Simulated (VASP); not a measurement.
A run of VASP 6.6.1 is set up as follows.

The input POSCAR:

```
SrTiO3
1.0
    3.7414142415      0.0000000000      0.0000000000
    0.0000000000      3.7414142415      0.0000000000
    0.0000000000      0.0000000000      4.0234894513
Sr Ti O
1 1 3
Direct
    0.0000000000      0.0000000000      0.0000000000
    0.5000000000      0.5000000000      0.5000000000
    0.5000000000      0.0000000000      0.5000000000
    0.5000000000      0.5000000000      0.0000000000
    0.0000000000      0.5000000000      0.5000000000
```

INCAR.step1

```
SYSTEM = SrTiO3
  PREC = Accurate
  ENCUT = 520
  ISMEAR = 0
  SIGMA = 0.02
  LREAL = .FALSE.
  LASPH = .TRUE.
  NELM = 150
  LMAXMIX = 4
  LDAU = .TRUE.
  LDAUTYPE = 2
  LDAUL = -1 2 -1
  LDAUU = 0 4 0
  LDAUJ = 0 0 0
  NBANDS = 28
  GGA = PE
  ALGO = Normal
  EDIFF = 1E-4
  LWAVE = .TRUE.
  LCHARG = .FALSE.
```

The input INCAR.step2:

```
SYSTEM = SrTiO3
  PREC = Accurate
  ENCUT = 520
  EDIFF = 1E-6
  ISMEAR = 0
  SIGMA = 0.02
  LREAL = .FALSE.
  LASPH = .TRUE.
  NELM = 150
  ALGO = Normal
  ISIF = 2
  LWAVE = .FALSE.
  LCHARG = .TRUE.
  LMAXMIX = 4
  LDAU = .TRUE.
  LDAUTYPE = 2
  LDAUL = -1 2 -1
  LDAUU = 0 4 0
  LDAUJ = 0 0 0
  LDAUPRINT = 1
  METAGGA = R2SCAN
  LMIXTAU = .TRUE.
  LELF = .TRUE.
  LVHAR = .TRUE.
  NBANDS = 28
  ISTART = 1
```

The input KPOINTS:

```
regular mesh
0
G
  6 6 6
  0 0 0
```

Potentials or basis: VASP PAW PBE potentials, release 64 (Sr_sv, Ti_sv, O).

Command:

```sh
$ cat potpaw_PBE.64/Sr_sv/POTCAR potpaw_PBE.64/Ti_sv/POTCAR potpaw_PBE.64/O/POTCAR > POTCAR
$ cp INCAR.step1 INCAR
$ mpirun -np 1 vasp_std > vasp.out
$ cp INCAR.step2 INCAR
$ mpirun -np 1 vasp_std > vasp.out
```

Question: Predict the pressure.

Answer: 19.8 GPa.

Question: What does it give for the band gap on the k mesh?

Answer: 2.84 eV (least direct gap 3.35 eV).

Stress tensor (GPa, compression positive):
```
27.76  0.00  0.00
 0.00 27.76  0.00
 0.00  0.00  3.96
```

Caveat: the cell differs from its parent crystal (biaxial strain in the a-b plane: -4.5 %); the stress differs along the axes, from 4 to 28 GPa; the PAW data sets were made with another functional, which shifts forces and pressure a little. A k mesh can miss the band edges.
